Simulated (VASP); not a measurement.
Here is a VASP 6.6.1 calculation.

INCAR

```
SYSTEM = V
PREC = Accurate
ENCUT = 520
EDIFF = 1E-6
ISMEAR = 0
SIGMA = 0.15
LREAL = .False.
LASPH = .True.
NELM = 80
ALGO = Fast
ISIF = 2
LWAVE = .False.
LCHARG = .False.
GGA = PE
NBANDS = 12
```

File KPOINTS:

```
Automatic mesh
0
Gamma
  22 22 22
  0 0 0
```

Contents of POSCAR:

```
V
1.0
   -1.6264750000      1.6264750000      1.5130000000
    1.6264750000     -1.6264750000      1.5130000000
    1.3995250000      1.3995250000     -1.5130000000
V
1
Direct
    0.0000000000      0.0000000000      0.0000000000
```

Potentials or basis: VASP PAW PBE potentials, release 64 (V_sv).

Run with:

```sh
$ cat potpaw_PBE.64/V_sv/POTCAR > POTCAR
$ mpirun -np 1 vasp_std > vasp.out
```

Problem. Predict the pressure.

Solution. -3.4 GPa.

Problem. What does it give for the band gap on the k mesh?

Solution. Zero (an odd number of electrons rules out a gap without spin polarisation).

Stress tensor (GPa, compression positive):
```
-4.07  4.38  0.00
 4.38 -4.07  0.00
 0.00  0.00 -2.10
```

Caveat: the cell differs from its parent crystal (strain -0.1500 x Voigt [0, 0, 0, 0, 0, 1]); the cell stands under tension.
